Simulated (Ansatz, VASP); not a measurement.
## Hf: VASP beside Ansatz

The input POSCAR:

```
Hf
1.0
    3.1555021082      0.0000000000      0.0000000000
   -1.5777510541      2.7327449874      0.0000000000
    0.0000000000      0.0000000000      4.9822437801
Hf
2
Direct
    0.3333333333      0.6666666667      0.2500000000
    0.6666666667      0.3333333333      0.7500000000
```

The input INCAR.step1:

```
SYSTEM = Hf
PREC = Accurate
ENCUT = 520
ISMEAR = -1
SIGMA = 0.1
LREAL = .False.
LASPH = .True.
NELM = 100
NBANDS = 17
GGA = PE
ALGO = Normal
EDIFF = 1E-4
LWAVE = .True.
LCHARG = .False.
```

Contents of INCAR.step2:

```
SYSTEM = Hf
PREC = Accurate
ENCUT = 520
EDIFF = 1E-6
ISMEAR = -1
SIGMA = 0.1
LREAL = .False.
LASPH = .True.
NELM = 100
ALGO = Normal
ISIF = 2
LWAVE = .False.
LCHARG = .True.
METAGGA = R2SCAN
LMIXTAU = .True.
LELF = .True.
LVHAR = .True.
NBANDS = 17
ISTART = 1
```

File KPOINTS:

```
regular mesh
0
Gamma
  19 19 10
  0 0 0
```

Input for Ansatz:

```yaml
crystal:
  lattice:
    - [3.1555021082, 0.0, 0.0]
    - [-1.5777510541, 2.7327449874, 0.0]
    - [0.0, 0.0, 4.9822437801]
  atoms:
    - { symbol: Hf, position: [0.3333333333, 0.6666666667, 0.25] }
    - { symbol: Hf, position: [0.6666666667, 0.3333333333, 0.75] }
hamiltonian:
  xc: r2scan
  pseudopotentials:
    kind: paw
    azcp:
      Hf: "pseudopotentials/Hf.paw.azcp"
basis:
  ecutwfc: 500
  fft_grid_basis: typed
kpoints:
  mp_grid: { grid: [19, 19, 10], shift: [0, 0, 0] }
magnetization:
  spin_polarized: false
scf:
  occupations: { method: fermi_dirac, width: 0.1 }
output:
  stress: true
```

Alike in both runs: task single point; functional r2SCAN; k mesh 19 × 19 × 10; occupations fermi-dirac, width 0.1 eV; no spin polarisation.

```csv
,VASP,Ansatz
version,VASP 6.6.1,Ansatz 0.2.0
potentials or method,"VASP PAW PBE potentials, release 64 (Hf_pv), cutoff 520 eV","plane waves (500 eV) with PAW, scalar-relativistic"
valence electrons in the cell,20,52
```

|  | VASP | Ansatz | Ansatz less VASP |
| --- | --- | --- | --- |
| pressure (GPa) | 4.2 | 4.7 | +0.56 |
| traceless stress, the component that is largest in VASP (GPa) | -0.09 | 0.03 | +0.117 |

VASP's potentials were made for PBE, not for r2SCAN. With one functional, cell and mesh, what is left measures potentials, basis and numerics. VASP's potentials hold 20 valence electrons a cell and Ansatz's 52, so a difference there can come from the potentials and not from the codes.

Neither program's run includes spin-orbit coupling.
